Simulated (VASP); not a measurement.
# Si (P6/mmm) in VASP: notebook

The runs below take Si through relaxation of cell and atoms, single point, with PBE.

Program: VASP 6.6.1. These are calculated values, not measurements. Logs are shortened: lines on timing, memory, paths and dates and some standing lists are left out, and cuts for length are marked.

**1. The cell of the first run**

It takes space group P6/mmm (No. 191, hexagonal). Conventional cell: a = 4.471 Å, b = 4.471 Å, c = 2.772 Å, α = 90.00°, β = 90.00°, γ = 120.00°. Si (site symmetry 6/mmm) has 14 Si at 2.77 to 2.93 Å within 3.7 Å. Si (site symmetry -6m2) has 11 Si at 2.58 to 2.93 Å within 3.4 Å.

This isn't the form of Si at room conditions, which is diamond.

**2. Relaxation of cell and atoms, PBE**

Contents of INCAR:

```
SYSTEM = Si
PREC = Accurate
ENCUT = 600
EDIFF = 1E-6
ISMEAR = -1
SIGMA = 0.1
LREAL = .FALSE.
LASPH = .TRUE.
NELM = 80
ALGO = Normal
ISIF = 3
LWAVE = .FALSE.
LCHARG = .FALSE.
GGA = PE
IBRION = 2
NSW = 60
EDIFFG = -0.005
```

Contents of KPOINTS:

```
regular mesh
0
G
  9 9 12
  0 0 0
```

Contents of POSCAR:

```
Si
1.0
    4.4713600139      0.0000000000      0.0000000000
   -2.2356800070      3.8723113615      0.0000000000
    0.0000000000      0.0000000000      2.7722432086
Si
3
Direct
    0.0000000000      0.0000000000      0.0000000000
    0.3333333333      0.6666666667      0.5000000000
    0.6666666667      0.3333333333      0.5000000000
```

Potentials or basis: VASP PAW PBE potentials, release 64 (Si).

Command:

```bash
> cat potpaw_PBE.64/Si/POTCAR > POTCAR
> mpirun -np 1 vasp_std > vasp.out
```

OUTCAR:

```text
SYSTEM = Si
   PREC = Accurate
   ENCUT = 600
   EDIFF = 1E-6
   ISMEAR = -1
   LREAL = .FALSE.
   LASPH = .TRUE.
   NELM = 80
   ISIF = 3
   GGA = PE
   IBRION = 2
   NSW = 60
   EDIFFG = -0.005

 ion  position               nearest neighbor table
   1  0.000  0.000  0.000-   2 2.93   3 2.93   2 2.93   3 2.93   3 2.93   3 2.93   2 2.93   2 2.93
                             3 2.93   3 2.93   2 2.93   2 2.93
   2  0.333  0.667  0.500-   3 2.58   3 2.58   3 2.58   1 2.93   1 2.93   1 2.93   1 2.93   1 2.93
                             1 2.93
   3  0.667  0.333  0.500-   2 2.58   2 2.58   2 2.58   1 2.93   1 2.93   1 2.93   1 2.93   1 2.93
                             1 2.93

  LATTYP: Found a hexagonal cell.
 ALAT       =     4.4713600139
 C/A-ratio  =     0.6200000000

  Lattice vectors:

 A1 = (   4.4713600139,   0.0000000000,   0.0000000000)
 A2 = (  -2.2356800070,   3.8723113615,   0.0000000000)
 A3 = (   0.0000000000,   0.0000000000,   2.7722432086)

Analysis of symmetry for initial positions (statically):
=====================================================================
 Subroutine PRICEL returns:
 Original cell was already a primitive cell.

 Routine SETGRP: Setting up the symmetry group for a
 hexagonal supercell.

 Subroutine GETGRP returns: Found 24 space group operations
 (whereof 24 operations were pure point group operations)
 out of a pool of 24 trial point group operations.

The static configuration has the point symmetry D_6h.

Analysis of symmetry for dynamics (positions and initial velocities):
=====================================================================
 Subroutine PRICEL returns:
 Original cell was already a primitive cell.

 Routine SETGRP: Setting up the symmetry group for a
 hexagonal supercell.

 Subroutine GETGRP returns: Found 24 space group operations
 (whereof 24 operations were pure point group operations)
 out of a pool of 24 trial point group operations.

The dynamic configuration has the point symmetry D_6h.

 Subroutine INISYM returns: Found 24 space group operations
 (whereof 24 operations are pure point group operations),
 and found     1 'primitive' translations

----------------------------------------------------------------------------------------

                                     Primitive cell

  volume of cell :      48.0000

  direct lattice vectors                    reciprocal lattice vectors
     4.471360014  0.000000000  0.000000000     0.223645602  0.129121848  0.000000000
    -2.235680007  3.872311361  0.000000000     0.000000000  0.258243697  0.000000000
     0.000000000  0.000000000  2.772243209     0.000000000  0.000000000  0.360718712

  length of vectors
     4.471360014  4.471360014  2.772243209     0.258243697  0.258243697  0.360718712

  position of ions in fractional coordinates (direct lattice)
     0.000000000  0.000000000  0.000000000
     0.333333333  0.666666667  0.500000000
     0.666666667  0.333333333  0.500000000

  ion indices of the primitive-cell ions
   primitive index   ion index
                 1           1
                 2           2
                 3           3

----------------------------------------------------------------------------------------

 KPOINTS: regular mesh

Automatic generation of k-mesh.
 Grid dimensions read from file:
 generate k-points for:    9    9   12

 Generating k-lattice:

  Cartesian coordinates                     Fractional coordinates (reciprocal lattice)
     0.024849511  0.014346872  0.000000000     0.111111111  0.000000000  0.000000000
     0.000000000  0.028693744  0.000000000     0.000000000  0.111111111  0.000000000
     0.000000000  0.000000000  0.030059893     0.000000000  0.000000000  0.083333333

  Length of vectors
     0.028693744  0.028693744  0.030059893

  Shift w.r.t. Gamma in fractional coordinates (k-lattice)
     0.000000000  0.000000000  0.000000000

 Subroutine IBZKPT returns following result:
 ===========================================

 Found     84 irreducible k-points:

 Following reciprocal coordinates:
            Coordinates               Weight
  0.000000  0.000000  0.000000      1.000000
  0.111111 -0.000000  0.000000      6.000000
  0.222222 -0.000000  0.000000      6.000000
  0.333333  0.000000  0.000000      6.000000
  0.444444 -0.000000  0.000000      6.000000
  0.111111  0.111111  0.000000      6.000000
[... 16 lines left out ...]
  0.333333  0.222222  0.083333     24.000000
  0.333333  0.333333  0.083333      4.000000
 [... further k-points ...]
   k-points           NKPTS =     84   k-points in BZ     NKDIM =     84   number of bands    NBANDS=     10
   number of dos      NEDOS =    301   number of ions     NIONS =      3
   total plane-waves  NPLWV =  31104
   dimension x,y,z NGX =    36 NGY =   36 NGZ =   24
   dimension x,y,z NGXF=    72 NGYF=   72 NGZF=   48
   ions per type =               3
   NGX,Y,Z   is equivalent  to a cutoff of  13.38, 13.38, 14.39 a.u.
   NGXF,Y,Z  is equivalent  to a cutoff of  26.77, 26.77, 28.78 a.u.
 SYSTEM =  Si
   PREC   = accura    normal or accurate (medium, high low for compatibility)
   ISTART =      0    job   : 0-new  1-cont  2-samecut
   ICHARG =      2    charge: 1-file 2-atom 10-const
   ISPIN  =      1    spin polarized calculation?
   LNONCOLLINEAR =      F non collinear calculations
   LSORBIT =      F    spin-orbit coupling
   LASPH  =      T    aspherical Exc in radial PAW
   ENCUT  =  600.0 eV  44.10 Ry    6.64 a.u.   8.93  8.93  5.54*2*pi/ulx,y,z
   NELM   =     80;   NELMIN=  2; NELMDL= -5     # of ELM steps
   EDIFF  = 0.1E-05   stopping-criterion for ELM
   LREAL  =      F    real-space projection
   EDIFFG = -.5E-02   stopping-criterion for IOM
   NSW    =     60    number of steps for IOM
   IBRION =      2    ionic relax: 0-MD 1-quasi-New 2-CG
   NFREE  =      1    steps in history (QN), initial steepest desc. (CG)
   ISIF   =      3    stress and relaxation
   ISYM   =      2    0-nonsym 1-usesym 2-fastsym
   POTIM  = 0.5000    time-step for ionic-motion
   TEBEG  =    0.0;   TEEND  =   0.0 temperature during run
   PSTRESS=    0.0 pullay stress
   NELECT =      12.0000    total number of electrons
   NUPDOWN=      -1.0000    fix difference up-down
   EMIN   =  10.00;   EMAX   =-10.00  energy-range for DOS
   EFERMI =   0.00;   METHOD = LEGACY
   ISMEAR =    -1;   SIGMA  =   0.10  broadening in eV -4-tet -1-fermi 0-gaus
   EFERMI_NEDOS =   21; number of points for ismear=-14 and -15
   IALGO  =     38    algorithm
   IMIX   =      4    mixing-type and parameters
     AMIX     =   0.40;   BMIX     =  1.00
     AMIX_MAG =   1.60;   BMIX_MAG =  1.00
  volume/ion in A,a.u.               =      16.00       107.97
  Fermi-wavevector in a.u.,A,eV,Ry     =   1.031307  1.948889 14.471090  1.063595
  Thomas-Fermi vector in A             =   2.165449
   LORBIT       =      0    0 simple, 1 ext, 2 COOP (PROOUT), +10 PAW based schemes
   GGA     = PE    functional components
   LHFCALC =     F    Hartree Fock is set to
   AEXX    =    0.0000 exact exchange contribution
   IVDW    =     0    specifies the selected vdW correction
   LEPSILON=     F    determine dielectric tensor
   LRPA    =     F    only Hartree local field effects (RPA)
 conjugate gradient relaxation of ions
 non-spin polarized calculation
  energy-cutoff  :      600.00
  volume of cell :       48.00
 maximum number of plane-waves:      1631
 NGX is ok and might be reduce to    36
   NGX = 17   NGY = 17   NGZ = 11

--------------------------------------- Ionic step        1  -------------------------------------------

 number of electron      11.9999999 magnetization

 Free energy of the ion-electron system (eV)
  ---------------------------------------------------
  ext. energy  EPLUGINS =         0.00000000
  ---------------------------------------------------
  free energy    TOTEN  =       -14.67862884 eV

  energy without entropy =      -14.63303361  energy(sigma->0) =      -14.65583123

------------------------ aborting loop because EDIFF is reached ----------------------------------------

  FORCE on cell =-STRESS in cart. coord.  units (eV):
  Direction    XX          YY          ZZ          XY          YZ          ZX
  --------------------------------------------------------------------------------------
  -------------------------------------------------------------------------------------
  Total       -1.2144060     -1.2144060     -2.9730321      0.0000000      0.0000000      0.0000000
  in kB      -40.5352867    -40.5352867    -99.2359311      0.0000000      0.0000000      0.0000000
  external PRESSURE =     -60.1021682 kB  Pullay stress =       0.0000000 kB
[... 244 lines left out ...]
  energy  without entropy=      -14.7656797705  energy(sigma->0) =      -14.78637796

--------------------------------------- Ionic step        8  -------------------------------------------

 number of electron      12.0000000 magnetization

 Free energy of the ion-electron system (eV)
  ---------------------------------------------------
  ext. energy  EPLUGINS =         0.00000000
  ---------------------------------------------------
  free energy    TOTEN  =       -14.80722802 eV

  energy without entropy =      -14.76580401  energy(sigma->0) =      -14.78651602

 E-fermi :   9.7658     XC(G=0): -11.0969

 val. band max:        9.7521607382   @ k =   0.3333   0.2222   0.4167
 cond. band min:       9.7721420546   @ k =   0.4444   0.1111   0.2500
 fundamental gap:      0.0199813164
 Fermi energy:         9.7657821534

 k-point     1 :       0.0000    0.0000    0.0000
  band No.  band energies     occupation
      1      -4.3774      2.00000
      2       4.5071      2.00000
      3       4.7028      2.00000
      4       5.4467      2.00000
      5       5.4467      2.00000
      6       5.5395      2.00000
      7       5.5395      2.00000
      8      15.5283      0.00000
      9      17.0562      0.00000
     10      20.5015      0.00000
[... 287 lines left out ...]
 k-point    24 :       0.3333    0.3333    0.0833
  band No.  band energies     occupation
      1      -1.0562      2.00000
      2      -0.9682      2.00000
      3      -0.9682      2.00000
      4       8.2426      2.00000
      5       8.4887      1.99999
      6       8.4887      1.99999
      7      15.1450      0.00000
      8      15.1450      0.00000
      9      15.9065      0.00000
     10      16.6472      0.00000

 [... further k-points ...]

------------------------ aborting loop because EDIFF is reached ----------------------------------------

  FORCE on cell =-STRESS in cart. coord.  units (eV):
  Direction    XX          YY          ZZ          XY          YZ          ZX
  --------------------------------------------------------------------------------------
  -------------------------------------------------------------------------------------
  Total        0.0046243      0.0046243     -0.0082268     -0.0000000      0.0000000      0.0000000
  in kB        0.1670331      0.1670331     -0.2971574     -0.0000000      0.0000000      0.0000000
  external PRESSURE =       0.0123029 kB  Pullay stress =       0.0000000 kB
[... 18 lines left out ...]
  FREE ENERGIE OF THE ION-ELECTRON SYSTEM (eV)
  ---------------------------------------------------
  free  energy   TOTEN  =       -14.8072280163 eV

  energy  without entropy=      -14.7658040146  energy(sigma->0) =      -14.78651602

 reached required accuracy - stopping structural energy minimisation
```

It took 82 s on 1 thread of Intel Xeon Platinum 8488C (Sapphire Rapids), shared host; peak memory 0.19 GiB.

Results:

```yaml
Free_energy: -14.8072 eV
Relaxed_volume: 14.79 Å³/atom
Relaxed_cell: a = 4.449 Å, b = 4.449 Å, c = 2.587 Å, α = 90.00°, β = 90.00°, γ = 120.00°
Space_group_after_relaxing_to_0.1_Å: P6/mmm (No. 191)
Energy_gained_by_relaxing: 42.9 meV/atom
Ionic_steps: 8
Pressure_after_relaxing: 0.0 GPa
Band_gap_on_the_k_mesh: zero (bands 6 and 7 overlap by 7.08 eV)
```

Step by step:
| step | energy change (eV) | largest force (eV/Å) | pressure (GPa) | volume (Å³) |
| --- | --- | --- | --- | --- |
| 1 | 0.0000 | 0.0000 | -6.01 | 48.00 |
| 2 | -0.1069 | 0.0000 | 0.85 | 43.94 |
| 3 | -0.1071 | 0.0000 | 1.20 | 43.78 |
| 4 | -0.1267 | 0.0000 | 1.06 | 43.86 |
| 5 | -0.1270 | 0.0000 | 1.06 | 43.87 |
| 6 | -0.1270 | 0.0000 | 1.06 | 43.87 |
| 7 | -0.1284 | 0.0000 | -0.31 | 44.51 |
| 8 | -0.1286 | 0.0000 | 0.00 | 44.36 |

Final structure:
```
CELL_PARAMETERS angstrom
4.44911 0.00000 0.00000
-2.22456 3.85304 0.00000
0.00000 0.00000 2.58749
ATOMIC_POSITIONS crystal
Si 0.00000 0.00000 0.00000
Si 0.33333 0.66667 0.50000
Si 0.66667 0.33333 0.50000
```

Levels at points of the mesh, in eV from the Fermi level:
```tsv
k point	band 3	band 4	band 5	band 6	band 7	band 8	band 9	band 10
(0.00, 0.00, 0.00)	-5.06	-4.32	-4.32	-4.23	-4.23	5.76	7.29	10.74
(0.00, 0.00, 0.50)	-0.71	-0.65	-0.65	-0.60	0.25	0.87	0.87	0.97
```

**3. Single point, PBE**

This run uses another cell than the first one, of 5.92 Å³/atom.

Contents of INCAR:

```
ALGO     = Normal         # electronic algorithm
EDIFF    = 1E-7           # SCF threshold, eV
ENCUT    = 520            # plane-wave cutoff, eV
GGA      = PE             # functional
ISIF     = 2              # what is computed and relaxed
ISMEAR   = -1             # smearing method
LASPH    = True           # aspherical terms in the spheres
LCHARG   = False          # write CHGCAR
LREAL    = False          # projectors in reciprocal space
LWAVE    = False          # write WAVECAR
NBANDS   = 13             # bands
NELM     = 80             # most SCF steps
PREC     = Accurate       # precision mode
SIGMA    = 0.1            # smearing width, eV
```

Contents of KPOINTS:

```
k-points
0
Gamma
  9 9 12
```

Contents of POSCAR:

```
Si
1.0
    3.2345807816      0.0000000000      0.0000000000
   -1.6172903908      2.8012291274      0.0000000000
    0.0000000000      0.0000000000      1.9591685106
Si
3
Direct
    0.0000000000      0.0000000000      0.0000000000
    0.3333333333      0.6666666667      0.5000000000
    0.6666666667      0.3333333333      0.5000000000
```

Potentials or basis: VASP PAW PBE potentials, release 64 (Si).

Command:

```bash
> cat potpaw_PBE.64/Si/POTCAR > POTCAR
> mpirun -np 1 vasp_std > vasp.out
```

It took 15 s on 1 thread of Intel Xeon 8259CL, shared host; peak memory 0.13 GiB.

It converged, with:

```
Free energy            : 6.5154 eV
Pressure               : 560.3 GPa
Band gap on the k mesh : zero (bands 6 and 7 overlap by 7.72 eV)
```

Stress tensor (GPa, compression positive):
```
559.73   0.00   0.00
  0.00 559.73   0.00
  0.00   0.00 561.31
```

Levels at points of the mesh, in eV from the Fermi level:
| k point | band 4 | band 5 | band 6 | band 7 | band 8 | band 9 |
| --- | --- | --- | --- | --- | --- | --- |
| (0.00, 0.00, 0.00) | -9.50 | -9.50 | -4.55 | -3.40 | 10.60 | 10.86 |
| (0.00, 0.00, 0.50) | -2.69 | -1.85 | -1.85 | -0.95 | -0.95 | 0.14 |

Caveat: the cell stands under pressure.

**4. Single point, PBE (5.92 Å³/atom)**

This run uses another cell than the first one, of 5.92 Å³/atom.

Contents of INCAR:

```
SYSTEM = Si
ALGO = Normal ; EDIFF = 1E-7
ENCUT = 520 ; GGA = PE
ISIF = 2 ; ISMEAR = -1
LASPH = .TRUE. ; LCHARG = .TRUE.
LELF = .TRUE. ; LREAL = .FALSE.
LVHAR = .TRUE. ; LWAVE = .FALSE.
NBANDS = 13 ; NELM = 60
PREC = Accurate ; SIGMA = 0.1
```

Contents of KPOINTS:

```
k-points
0
G
  9 9 12
  0 0 0
```

POSCAR is that of step 3.

Command:

```bash
> cat potpaw_PBE.64/Si/POTCAR > POTCAR
> mpirun -np 1 vasp_std > vasp.out
```

Wall time 15 s (1 thread of Intel Xeon 8259CL, shared host); peak memory 0.13 GiB.

It converged, with:

```yaml
Free_energy: 6.5154 eV
Pressure: 560.3 GPa
Band_gap_on_the_k_mesh: zero (bands 6 and 7 overlap by 7.72 eV)
```

Stress tensor (GPa, compression positive):
```
559.73   0.00   0.00
  0.00 559.73   0.00
  0.00   0.00 561.31
```

Levels at points of the mesh, in eV from the Fermi level:
```csv
k point,band 4,band 5,band 6,band 7,band 8,band 9
"(0.00, 0.00, 0.00)",-9.50,-9.50,-4.55,-3.40,10.60,10.86
"(0.00, 0.00, 0.50)",-2.69,-1.85,-1.85,-0.95,-0.95,0.14
```

Caveat: the cell stands under pressure.
